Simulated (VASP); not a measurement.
# HfAlB4 (P6/mmm) in VASP: notebook, part 2 of 2

VASP 6.6.1. The steps go on from the part before.

### 3 Single point, PBE

Input file INCAR:

```
SYSTEM = HfAlB4
PREC = Accurate ; ENCUT = 520
EDIFF = 1E-6 ; ISMEAR = 0
SIGMA = 0.1 ; LREAL = .False.
LASPH = .True. ; NELM = 100
ALGO = Normal ; ISIF = 2
LWAVE = .False. ; LCHARG = .False.
GGA = PE ; NBANDS = 22
```

Input file KPOINTS:

```
regular mesh
0
Gamma
  6 6 4
  0 0 0
```

Input file POSCAR:

```
HfAlB4
1.0
    2.9696202500      0.0000000000      0.0000000000
   -1.4848101300      2.5717665800      0.0000000000
    0.0000000000      0.0000000000      6.4143797500
Hf Al B
1 1 4
Direct
    0.0000000000      0.0000000000      0.0000000000
    0.0000000000      0.0000000000      0.5000000000
    0.3333333300      0.6666666700      0.2500000000
    0.3333333300      0.6666666700      0.7500000000
    0.6666666700      0.3333333300      0.2500000000
    0.6666666700      0.3333333300      0.7500000000
```

Potentials or basis: VASP PAW PBE potentials, release 64 (Hf_pv, Al, B).

Launch:

```bash
$ cat potpaw_PBE.64/Hf_pv/POTCAR potpaw_PBE.64/Al/POTCAR potpaw_PBE.64/B/POTCAR > POTCAR
$ mpirun -np 1 vasp_std > vasp.out
```

OUTCAR:

```text
SYSTEM = HfAlB4
   PREC = Accurate
   ENCUT = 520
   EDIFF = 1E-6
   ISMEAR = 0
   LREAL = .False.
   LASPH = .True.
   NELM = 100
   ISIF = 2
   GGA = PE

 ion  position               nearest neighbor table
   1  0.000  0.000  0.000-   3 2.35   4 2.35   5 2.35   6 2.35   5 2.35   6 2.35   3 2.35   4 2.35
                             5 2.35   6 2.35   3 2.35   4 2.35   2 3.21   2 3.21
   2  0.000  0.000  0.500-   3 2.35   4 2.35   5 2.35   6 2.35   5 2.35   6 2.35   3 2.35   4 2.35
                             5 2.35   6 2.35   3 2.35   4 2.35   1 3.21   1 3.21
   3  0.333  0.667  0.250-   5 1.71   5 1.71   5 1.71   1 2.35   2 2.35   2 2.35   1 2.35   2 2.35
                             1 2.35
   4  0.333  0.667  0.750-   6 1.71   6 1.71   6 1.71   1 2.35   2 2.35   2 2.35   1 2.35   2 2.35
                             1 2.35
   5  0.667  0.333  0.250-   3 1.71   3 1.71   3 1.71   1 2.35   2 2.35   1 2.35   2 2.35   1 2.35
                             2 2.35
   6  0.667  0.333  0.750-   4 1.71   4 1.71   4 1.71   1 2.35   2 2.35   1 2.35   2 2.35   1 2.35
                             2 2.35

  LATTYP: Found a hexagonal cell.
 ALAT       =     2.9696202500
 C/A-ratio  =     2.1600000034

  Lattice vectors:

 A1 = (   2.9696202500,   0.0000000000,   0.0000000000)
 A2 = (  -1.4848101300,   2.5717665800,   0.0000000000)
 A3 = (   0.0000000000,   0.0000000000,   6.4143797500)

Analysis of symmetry for initial positions (statically):
=====================================================================
 Subroutine PRICEL returns:
 Original cell was already a primitive cell.

 Routine SETGRP: Setting up the symmetry group for a
 hexagonal supercell.

 Subroutine GETGRP returns: Found 24 space group operations
 (whereof 24 operations were pure point group operations)
 out of a pool of 24 trial point group operations.

The static configuration has the point symmetry D_6h.

Analysis of symmetry for dynamics (positions and initial velocities):
=====================================================================
 Subroutine PRICEL returns:
 Original cell was already a primitive cell.

 Routine SETGRP: Setting up the symmetry group for a
 hexagonal supercell.

 Subroutine GETGRP returns: Found 24 space group operations
 (whereof 24 operations were pure point group operations)
 out of a pool of 24 trial point group operations.

The dynamic configuration has the point symmetry D_6h.

 Subroutine INISYM returns: Found 24 space group operations
 (whereof 24 operations are pure point group operations),
 and found     1 'primitive' translations

----------------------------------------------------------------------------------------

                                     Primitive cell

  volume of cell :      48.9877

  direct lattice vectors                    reciprocal lattice vectors
     2.969620250  0.000000000  0.000000000     0.336743393  0.194418889  0.000000000
    -1.484810130  2.571766580  0.000000000     0.000000000  0.388837777  0.000000000
     0.000000000  0.000000000  6.414379750     0.000000000  0.000000000  0.155899719

  length of vectors
     2.969620250  2.969620256  6.414379750     0.388837778  0.388837777  0.155899719

[... 44 lines left out ...]
            Coordinates               Weight
  0.000000  0.000000  0.000000      1.000000
  0.166667  0.000000  0.000000      6.000000
  0.333333  0.000000  0.000000      6.000000
  0.500000  0.000000  0.000000      3.000000
  0.166667  0.166667  0.000000      6.000000
  0.333333  0.166667  0.000000     12.000000
[... 13 lines left out ...]
  0.333333  0.166667  0.500000     12.000000
  0.333333  0.333333  0.500000      2.000000
   k-points           NKPTS =     21   k-points in BZ     NKDIM =     21   number of bands    NBANDS=     22
   number of dos      NEDOS =    301   number of ions     NIONS =      6
   total plane-waves  NPLWV =  27648
   dimension x,y,z NGX =    24 NGY =   24 NGZ =   48
   dimension x,y,z NGXF=    48 NGYF=   48 NGZF=   96
   ions per type =               1   1   4
   NGX,Y,Z   is equivalent  to a cutoff of  13.44, 13.44, 12.44 a.u.
   NGXF,Y,Z  is equivalent  to a cutoff of  26.87, 26.87, 24.88 a.u.
 SYSTEM =  HfAlB4
   PREC   = accura    normal or accurate (medium, high low for compatibility)
   ISTART =      0    job   : 0-new  1-cont  2-samecut
   ICHARG =      2    charge: 1-file 2-atom 10-const
   ISPIN  =      1    spin polarized calculation?
   LNONCOLLINEAR =      F non collinear calculations
   LSORBIT =      F    spin-orbit coupling
   LASPH  =      T    aspherical Exc in radial PAW
   ENCUT  =  520.0 eV  38.22 Ry    6.18 a.u.   5.52  5.52 11.93*2*pi/ulx,y,z
   NELM   =    100;   NELMIN=  2; NELMDL= -5     # of ELM steps
   EDIFF  = 0.1E-05   stopping-criterion for ELM
   LREAL  =      F    real-space projection
   EDIFFG = 0.1E-04   stopping-criterion for IOM
   NSW    =      0    number of steps for IOM
   IBRION =     -1    ionic relax: 0-MD 1-quasi-New 2-CG
   NFREE  =      0    steps in history (QN), initial steepest desc. (CG)
   ISIF   =      2    stress and relaxation
   ISYM   =      2    0-nonsym 1-usesym 2-fastsym
   POTIM  = 0.5000    time-step for ionic-motion
   TEBEG  =    0.0;   TEEND  =   0.0 temperature during run
   PSTRESS=    0.0 pullay stress
   NELECT =      25.0000    total number of electrons
   NUPDOWN=      -1.0000    fix difference up-down
   EMIN   =  10.00;   EMAX   =-10.00  energy-range for DOS
   EFERMI =   0.00;   METHOD = LEGACY
   ISMEAR =     0;   SIGMA  =   0.10  broadening in eV -4-tet -1-fermi 0-gaus
   EFERMI_NEDOS =   21; number of points for ismear=-14 and -15
   IALGO  =     38    algorithm
   IMIX   =      4    mixing-type and parameters
     AMIX     =   0.40;   BMIX     =  1.00
     AMIX_MAG =   1.60;   BMIX_MAG =  1.00
  volume/ion in A,a.u.               =       8.16        55.10
  Fermi-wavevector in a.u.,A,eV,Ry     =   1.308255  2.472244 23.286801  1.711532
  Thomas-Fermi vector in A             =   2.438934
   LORBIT       =      0    0 simple, 1 ext, 2 COOP (PROOUT), +10 PAW based schemes
   GGA     = PE    functional components
   LHFCALC =     F    Hartree Fock is set to
   AEXX    =    0.0000 exact exchange contribution
   IVDW    =     0    specifies the selected vdW correction
   LEPSILON=     F    determine dielectric tensor
   LRPA    =     F    only Hartree local field effects (RPA)
 non-spin polarized calculation
 Gauss-broadening in eV      SIGMA  =   0.10
  energy-cutoff  :      520.00
  volume of cell :       48.99
 maximum number of plane-waves:      1350
 NGX is ok and might be reduce to    24
   NGX = 11   NGY = 11   NGZ = 23

 number of electron      24.9999999 magnetization

 Free energy of the ion-electron system (eV)
  ---------------------------------------------------
  ext. energy  EPLUGINS =         0.00000000
  ---------------------------------------------------
  free energy    TOTEN  =       -42.12146601 eV

  energy without entropy =      -42.11143007  energy(sigma->0) =      -42.11644804

 E-fermi :   9.8200     XC(G=0): -12.7526

 val. band max:        9.8169060850   @ k =   0.3333   0.0000   0.2500
 cond. band min:       9.8263717122   @ k =   0.3333   0.0000   0.5000
 fundamental gap:      0.0094656272
 Fermi energy:         9.8200425559

 k-point     1 :       0.0000    0.0000    0.0000
  band No.  band energies     occupation
      1     -20.6120      2.00000
      2     -19.5068      2.00000
      3     -19.5068      2.00000
      4      -5.6951      2.00000
      5      -2.8825      2.00000
      6      -0.2806      2.00000
[... 514 lines left out ...]
     21      19.8475      0.00000
     22      19.8475      0.00000

------------------------ aborting loop because EDIFF is reached ----------------------------------------

  FORCE on cell =-STRESS in cart. coord.  units (eV):
  Direction    XX          YY          ZZ          XY          YZ          ZX
  --------------------------------------------------------------------------------------
  -------------------------------------------------------------------------------------
  Total       10.9268056     10.9268056     14.8759000     -0.0000000      0.0000000      0.0000000
  in kB      357.3688272    357.3688283    486.5267242     -0.0000007      0.0000000      0.0000000
  external PRESSURE =     400.4214599 kB  Pullay stress =       0.0000000 kB

 VOLUME and BASIS-vectors are now :
 -----------------------------------------------------------------------------
  energy-cutoff  :      520.00
  volume of cell :       48.99
      direct lattice vectors                 reciprocal lattice vectors
     2.969620250  0.000000000  0.000000000     0.336743393  0.194418889  0.000000000
    -1.484810130  2.571766580  0.000000000     0.000000000  0.388837777  0.000000000
     0.000000000  0.000000000  6.414379750     0.000000000  0.000000000  0.155899719

 POSITION                                       TOTAL-FORCE (eV/Angst)
 -----------------------------------------------------------------------------------
      0.00000      0.00000      0.00000         0.000000      0.000000      0.000000
      0.00000      0.00000      3.20719         0.000000      0.000000      0.000000
     -0.00000      1.71451      1.60359         0.000000      0.000000      1.546518
     -0.00000      1.71451      4.81078        -0.000000      0.000000     -1.546518
      1.48481      0.85726      1.60359        -0.000000     -0.000000      1.546518
      1.48481      0.85726      4.81078        -0.000000     -0.000000     -1.546518
 -----------------------------------------------------------------------------------
    total drift:                                0.000000      0.000000     -0.000000

  FREE ENERGIE OF THE ION-ELECTRON SYSTEM (eV)
  ---------------------------------------------------
  free  energy   TOTEN  =       -42.1214660138 eV

  energy  without entropy=      -42.1114300714  energy(sigma->0) =      -42.11644804
```

Wall time 12 s (1 thread of Intel Xeon Platinum 8559C (Emerald Rapids), shared host); peak memory 0.18 GiB.

Results:

| Quantity | Value |
| --- | --- |
| Free energy | -42.1215 eV |
| Pressure | 40.0 GPa |
| Largest force | 1.547 eV/Å |

Forces in eV/Å, atoms in the order of the input:
```
Hf   0.000  0.000  0.000
Al   0.000  0.000  0.000
B    0.000  0.000  1.547
B    0.000  0.000 -1.547
B    0.000  0.000  1.547
B    0.000  0.000 -1.547
```

Caveat: the k points lie up to 0.41 Å⁻¹ apart; spin-orbit coupling is left out, which moves the levels of the heavy elements; forces of over 1 eV/Å act on the atoms, so gaps and moduli don't describe the material at rest.
